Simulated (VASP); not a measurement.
# TiAl3 (hse) (Pmm2) in VASP: single point with HSE06

Aim: the single point of TiAl3 (hse) with HSE06.

Program: VASP 6.6.1. These are calculated values, not measurements. Logs are shortened: lines on timing, memory, paths and dates and some standing lists are left out, and cuts for length are marked.

### Step 1. The cell of the first run

Symmetry: Pmm2, No. 25, orthorhombic system. Conventional cell: a = 2.781 Å, b = 4.671 Å, c = 4.893 Å, α = 90.00°, β = 90.00°, γ = 90.00°. Ti (site symmetry mm2) has 2 Ti at 2.78 Å and 10 Al at 2.81 to 2.84 Å within 3.7 Å. Within 3.7 Å of Al (site symmetry mm2) lie 8 Al at 2.78 to 2.85 Å and 4 Ti at 2.81 to 2.82 Å. Al (site symmetry mm2) has 8 Al at 2.78 to 2.84 Å and 4 Ti at 2.84 Å within 3.7 Å. Within 3.7 Å of Al (site symmetry mm2) lie 10 Al at 2.78 to 2.85 Å and 2 Ti at 2.82 Å.

### Step 2. Single point, HSE06

Contents of POSCAR:

```
TiAl3
1.0
    2.7813903699      0.0000000000      0.0000000000
    0.0000000000      4.6707686836      0.0000000000
    0.0000000000      0.0000000000      4.8925418607
Ti Al
1 3
Direct
    0.0000000000      0.5000000000      0.1631807984
    0.5000000000      0.5000000000      0.6640624228
    0.5000000000      0.0000000000      0.3330837805
    0.0000000000      0.0000000000      0.8396719983
```

Contents of INCAR.step1:

```
SYSTEM = TiAl3
  ALGO = Normal
  EDIFF = 1E-5
  ENCUT = 520
  GGA = PE
  ISIF = 2
  ISMEAR = 0
  KPAR = 4
  LASPH = .True.
  LCHARG = .False.
  LREAL = .False.
  LWAVE = .True.
  NBANDS = 18
  NELM = 60
  PREC = Accurate
  SIGMA = 0.1
```

Contents of INCAR.step2:

```
SYSTEM = TiAl3
  ALGO = Normal
  EDIFF = 1E-6
  ENCUT = 520
  GGA = PE
  HFSCREEN = 0.2079
  ISIF = 2
  ISMEAR = 0
  ISTART = 1
  KPAR = 4
  LASPH = .True.
  LCHARG = .False.
  LHFCALC = .True.
  LREAL = .False.
  LWAVE = .False.
  NBANDS = 18
  NELM = 60
  PREC = Accurate
  PRECFOCK = Normal
  SIGMA = 0.1
```

Contents of KPOINTS:

```
k-points
0
Gamma
  6 4 4
  0 0 0
```

Potentials or basis: VASP PAW PBE potentials, release 64 (Ti_sv, Al).

Command:

```
$ cat potpaw_PBE.64/Ti_sv/POTCAR potpaw_PBE.64/Al/POTCAR > POTCAR
$ cp INCAR.step1 INCAR
$ mpirun -np 4 vasp_std > vasp.out
$ cp INCAR.step2 INCAR
$ mpirun -np 4 vasp_std > vasp.out
```

OUTCAR:

```text
SYSTEM = TiAl3
   EDIFF = 1E-6
   ENCUT = 520
   GGA = PE
   HFSCREEN = 0.2079
   ISIF = 2
   ISMEAR = 0
   ISTART = 1
   LASPH = .True.
   LHFCALC = .True.
   LREAL = .False.
   NELM = 60
   PREC = Accurate
   PRECFOCK = Normal

 ion  position               nearest neighbor table
   1  0.000  0.500  0.163-   2 2.81   2 2.81   2 2.82   2 2.82   4 2.82   4 2.82   3 2.84   3 2.84
                             3 2.84   3 2.84
   2  0.500  0.500  0.664-   1 2.81   1 2.81   1 2.82   1 2.82   3 2.84   3 2.84   4 2.85   4 2.85
                             4 2.85   4 2.85
   3  0.500  0.000  0.333-   4 2.79   4 2.79   2 2.84   2 2.84   4 2.84   4 2.84   1 2.84   1 2.84
                             1 2.84   1 2.84
   4  0.000  0.000  0.840-   3 2.79   3 2.79   1 2.82   1 2.82   3 2.84   3 2.84   2 2.85   2 2.85
                             2 2.85   2 2.85

  LATTYP: Found a simple orthorhombic cell.
 ALAT       =     2.7813903699
 B/A-ratio  =     1.6792927502
 C/A-ratio  =     1.7590273964

  Lattice vectors:

 A1 = (   2.7813903699,   0.0000000000,   0.0000000000)
 A2 = (   0.0000000000,   4.6707686836,   0.0000000000)
 A3 = (   0.0000000000,   0.0000000000,   4.8925418607)

Analysis of symmetry for initial positions (statically):
=====================================================================
 Subroutine PRICEL returns:
 Original cell was already a primitive cell.

 Routine SETGRP: Setting up the symmetry group for a
 simple orthorhombic supercell.

 Subroutine GETGRP returns: Found  4 space group operations
 (whereof  4 operations were pure point group operations)
 out of a pool of  8 trial point group operations.

The static configuration has the point symmetry C_2v.

Analysis of symmetry for dynamics (positions and initial velocities):
=====================================================================
 Subroutine PRICEL returns:
 Original cell was already a primitive cell.

 Routine SETGRP: Setting up the symmetry group for a
 simple orthorhombic supercell.

 Subroutine GETGRP returns: Found  4 space group operations
 (whereof  4 operations were pure point group operations)
 out of a pool of  8 trial point group operations.

The dynamic configuration has the point symmetry C_2v.

 Subroutine INISYM returns: Found  4 space group operations
 (whereof  4 operations are pure point group operations),
 and found     1 'primitive' translations

----------------------------------------------------------------------------------------

                                     Primitive cell

  volume of cell :      63.5601

  direct lattice vectors                    reciprocal lattice vectors
     2.781390370  0.000000000  0.000000000     0.359532416  0.000000000  0.000000000
     0.000000000  4.670768684  0.000000000     0.000000000  0.214097522  0.000000000
     0.000000000  0.000000000  4.892541861     0.000000000  0.000000000  0.204392733

  length of vectors
     2.781390370  4.670768684  4.892541861     0.359532416  0.214097522  0.204392733

  position of ions in fractional coordinates (direct lattice)
     0.000000000  0.500000000  0.163180798
     0.500000000  0.500000000  0.664062423
     0.500000000  0.000000000  0.333083780
     0.000000000  0.000000000  0.839671998

  ion indices of the primitive-cell ions
   primitive index   ion index
                 1           1
                 2           2
                 3           3
                 4           4

----------------------------------------------------------------------------------------

 KPOINTS: k-points

Automatic generation of k-mesh.
 Grid dimensions read from file:
 generate k-points for:    6    4    4

 Generating k-lattice:

  Cartesian coordinates                     Fractional coordinates (reciprocal lattice)
     0.059922069  0.000000000  0.000000000     0.166666667  0.000000000  0.000000000
     0.000000000  0.053524380  0.000000000     0.000000000  0.250000000  0.000000000
     0.000000000  0.000000000  0.051098183     0.000000000  0.000000000  0.250000000

  Length of vectors
     0.059922069  0.053524380  0.051098183

  Shift w.r.t. Gamma in fractional coordinates (k-lattice)
     0.000000000  0.000000000  0.000000000

 Subroutine IBZKPT returns following result:
 ===========================================

 Found     36 irreducible k-points:

 Following reciprocal coordinates:
            Coordinates               Weight
  0.000000  0.000000  0.000000      1.000000
  0.166667  0.000000  0.000000      2.000000
  0.333333  0.000000  0.000000      2.000000
  0.500000  0.000000  0.000000      1.000000
  0.000000  0.250000  0.000000      2.000000
  0.166667  0.250000  0.000000      4.000000
[... 16 lines left out ...]
  0.333333  0.500000  0.250000      4.000000
  0.500000  0.500000  0.250000      2.000000
 [... further k-points ...]
   k-points           NKPTS =     36   k-points in BZ     NKDIM =     96   number of bands    NBANDS=     18
   number of dos      NEDOS =    301   number of ions     NIONS =      4
   total plane-waves  NPLWV =  31104
   dimension x,y,z NGX =    24 NGY =   36 NGZ =   36
   dimension x,y,z NGXF=    48 NGYF=   72 NGZF=   72
   ions per type =               1   3
   NGX,Y,Z   is equivalent  to a cutoff of  14.34, 12.81, 12.23 a.u.
   NGXF,Y,Z  is equivalent  to a cutoff of  28.69, 25.63, 24.47 a.u.
 SYSTEM =  TiAl3
   PREC   = accura    normal or accurate (medium, high low for compatibility)
   ISTART =      1    job   : 0-new  1-cont  2-samecut
   ICHARG =      0    charge: 1-file 2-atom 10-const
   ISPIN  =      1    spin polarized calculation?
   LNONCOLLINEAR =      F non collinear calculations
   LSORBIT =      F    spin-orbit coupling
   LASPH  =      T    aspherical Exc in radial PAW
   ENCUT  =  520.0 eV  38.22 Ry    6.18 a.u.   5.17  8.68  9.10*2*pi/ulx,y,z
   NELM   =     60;   NELMIN=  2; NELMDL=  0     # of ELM steps
   EDIFF  = 0.1E-05   stopping-criterion for ELM
   LREAL  =      F    real-space projection
   EDIFFG = 0.1E-04   stopping-criterion for IOM
   NSW    =      0    number of steps for IOM
   IBRION =     -1    ionic relax: 0-MD 1-quasi-New 2-CG
   NFREE  =      0    steps in history (QN), initial steepest desc. (CG)
   ISIF   =      2    stress and relaxation
   ISYM   =      3    0-nonsym 1-usesym 2-fastsym
   POTIM  = 0.5000    time-step for ionic-motion
   TEBEG  =    0.0;   TEEND  =   0.0 temperature during run
   PSTRESS=    0.0 pullay stress
   NELECT =      21.0000    total number of electrons
   NUPDOWN=      -1.0000    fix difference up-down
   EMIN   =  10.00;   EMAX   =-10.00  energy-range for DOS
   EFERMI =   0.00;   METHOD = LEGACY
   ISMEAR =     0;   SIGMA  =   0.10  broadening in eV -4-tet -1-fermi 0-gaus
   EFERMI_NEDOS =   21; number of points for ismear=-14 and -15
   IALGO  =     38    algorithm
   IMIX   =      1    mixing-type and parameters
     AMIX     =   0.40;   BMIX     =  1.00
     AMIX_MAG =   1.60;   BMIX_MAG =  1.00
  volume/ion in A,a.u.               =      15.89       107.23
  Fermi-wavevector in a.u.,A,eV,Ry     =   1.131756  2.138710 17.427330  1.280873
  Thomas-Fermi vector in A             =   2.268456
   LORBIT       =      0    0 simple, 1 ext, 2 COOP (PROOUT), +10 PAW based schemes
   GGA     = PE    functional components
   LHFCALC =     T    Hartree Fock is set to
   PRECFOCK=normal    Normal, Fast or Accurate (Low or Medium for compatibility)
   ENCUT4O =  -1.0   cutoff for four orbital integrals eV
   NKREDX  =     1    reduce k-point grid by
   NKREDY  =     1    reduce k-point grid by
   NKREDZ  =     1    reduce k-point grid by
   AEXX    =    0.2500 exact exchange contribution
   HFSCREEN=    0.2079 screening length (either q_TF or 0.3 A-1)
   HFSCREENC=   0.2079 screening length for correlation (either q_TF or 0.3 A-1)
   ENCUTFOCK=  -1.0 apply spherical cutoff to Coloumb kernel
   IVDW    =     0    specifies the selected vdW correction
   LEPSILON=     F    determine dielectric tensor
   LRPA    =     F    only Hartree local field effects (RPA)
 non-spin polarized calculation
 Gauss-broadening in eV      SIGMA  =   0.10
  energy-cutoff  :      520.00
  volume of cell :       63.56
 maximum number of plane-waves:      1733
 NGX is ok and might be reduce to    24
  NGX = 16; NGY = 28; NGZ = 28

 number of electron      21.0000000 magnetization

 Free energy of the ion-electron system (eV)
  ---------------------------------------------------
  ext. energy  EPLUGINS =         0.00000000
  ---------------------------------------------------
  free energy    TOTEN  =       -22.85409316 eV

  energy without entropy =      -22.84383605  energy(sigma->0) =      -22.84896460

 E-fermi :   8.3719     XC(G=0):  -8.8323

 val. band max:        8.3689972735   @ k =   0.1667   0.2500   0.2500
 cond. band min:       8.3961899798   @ k =   0.1667   0.5000   0.5000
 fundamental gap:      0.0271927063
 Fermi energy:         8.3718701473

 k-point     1 :       0.0000    0.0000    0.0000
  band No.  band energies     occupation
      1     -53.0063      2.00000
      2     -27.7638      2.00000
      3     -27.7195      2.00000
      4     -27.1902      2.00000
      5      -3.4780      2.00000
      6       2.2512      2.00000
[... 10 lines left out ...]
     17      15.2156      0.00000
     18      15.3993      0.00000

 k-point     2 :       0.1667    0.0000    0.0000
  band No.  band energies     occupation
      1     -52.9881      2.00000
      2     -27.7434      2.00000
      3     -27.6988      2.00000
      4     -27.3436      2.00000
      5      -2.8715      2.00000
      6       2.8146      2.00000
[... 10 lines left out ...]
     17      13.2265      0.00000
     18      15.1993      0.00000

 k-point     3 :       0.3333    0.0000    0.0000
  band No.  band energies     occupation
      1     -52.9518      2.00000
      2     -27.7024      2.00000
      3     -27.6570      2.00000
      4     -27.6409      2.00000
      5      -1.0842      2.00000
      6       4.4078      2.00000
[... 412 lines left out ...]
 k-point    23 :       0.3333    0.5000    0.2500
  band No.  band energies     occupation
      1     -52.9515      2.00000
      2     -27.7090      2.00000
      3     -27.6580      2.00000
      4     -27.6404      2.00000
      5       0.5676      2.00000
      6       1.7375      2.00000
[... 10 lines left out ...]
     17      13.5274      0.00000
     18      15.0443      0.00000

 k-point    24 :       0.5000    0.5000    0.2500
  band No.  band energies     occupation
      1     -52.9332      2.00000
      2     -27.7845      2.00000
      3     -27.6892      2.00000
      4     -27.6368      2.00000
      5       2.8805      2.00000
      6       3.7461      2.00000
[... 10 lines left out ...]
     17      14.1339      0.00000
     18      14.2848      0.00000

 [... further k-points ...]
[... 5 lines left out ...]
  --------------------------------------------------------------------------------------
  -------------------------------------------------------------------------------------
  Total        0.1364241      0.2039095      0.6959713      0.0000000      0.0000000      0.0000000
  in kB        3.4388793      5.1400017     17.5435335      0.0000000      0.0000000      0.0000000
  external PRESSURE =       8.7074715 kB  Pullay stress =       0.0000000 kB

 VOLUME and BASIS-vectors are now :
 -----------------------------------------------------------------------------
  energy-cutoff  :      520.00
  volume of cell :       63.56
      direct lattice vectors                 reciprocal lattice vectors
     2.781390370  0.000000000  0.000000000     0.359532416  0.000000000  0.000000000
     0.000000000  4.670768684  0.000000000     0.000000000  0.214097522  0.000000000
     0.000000000  0.000000000  4.892541861     0.000000000  0.000000000  0.204392733

 POSITION                                       TOTAL-FORCE (eV/Angst)
 -----------------------------------------------------------------------------------
      0.00000      2.33538      0.79837         0.000000      0.000000      0.011651
      1.39070      2.33538      3.24895         0.000000      0.000000     -0.019212
      1.39070      0.00000      1.62963         0.000000      0.000000     -0.062144
      0.00000      0.00000      4.10813         0.000000      0.000000      0.069706
 -----------------------------------------------------------------------------------
    total drift:                                0.000001     -0.000000      0.000160

  FREE ENERGIE OF THE ION-ELECTRON SYSTEM (eV)
  ---------------------------------------------------
  free  energy   TOTEN  =       -22.8540931550 eV

  energy  without entropy=      -22.8438360450  energy(sigma->0) =      -22.84896460
```

Wall time 10 min (4 MPI ranks of Intel Xeon Platinum 8488C (Sapphire Rapids), shared host); peak memory 0.3 GiB.

What came out:

```
Free energy   : -22.8541 eV
Pressure      : 0.9 GPa
Largest force : 0.070 eV/Å
```

Forces in eV/Å, atoms in the order of the input:
```
Ti   0.000  0.000  0.012
Al   0.000  0.000 -0.019
Al   0.000  0.000 -0.062
Al   0.000  0.000  0.070
```

Stress tensor (GPa, compression positive):
```
0.34 0.00 0.00
0.00 0.51 0.00
0.00 0.00 1.75
```

Levels at points of the mesh, in eV from the Fermi level:
| k point | band 9 | band 10 | band 11 | band 12 | band 13 | band 14 |
| --- | --- | --- | --- | --- | --- | --- |
| (0.00, 0.00, 0.00) | -3.35 | -1.11 | -0.85 | 2.90 | 2.94 | 3.37 |
| (0.50, 0.00, 0.00) | -2.14 | 0.52 | 0.83 | 0.85 | 1.68 | 1.74 |
| (0.00, 0.50, 0.00) | -2.73 | -2.12 | -0.37 | 3.20 | 3.30 | 3.38 |
| (0.50, 0.50, 0.00) | -2.04 | -0.54 | -0.24 | 1.14 | 1.21 | 1.52 |
| (0.00, 0.00, 0.50) | -2.73 | -1.68 | -0.73 | 2.83 | 3.25 | 3.39 |
| (0.50, 0.00, 0.50) | -1.64 | -0.11 | -0.04 | 0.84 | 1.39 | 2.15 |
| (0.00, 0.50, 0.50) | -0.58 | -0.14 | 0.90 | 3.23 | 3.28 | 3.92 |
| (0.50, 0.50, 0.50) | -3.37 | -3.29 | -1.16 | -0.16 | 1.48 | 2.71 |

Caveat: the k points lie up to 0.38 Å⁻¹ apart; the PAW data sets were made with another functional, which shifts forces and pressure a little.
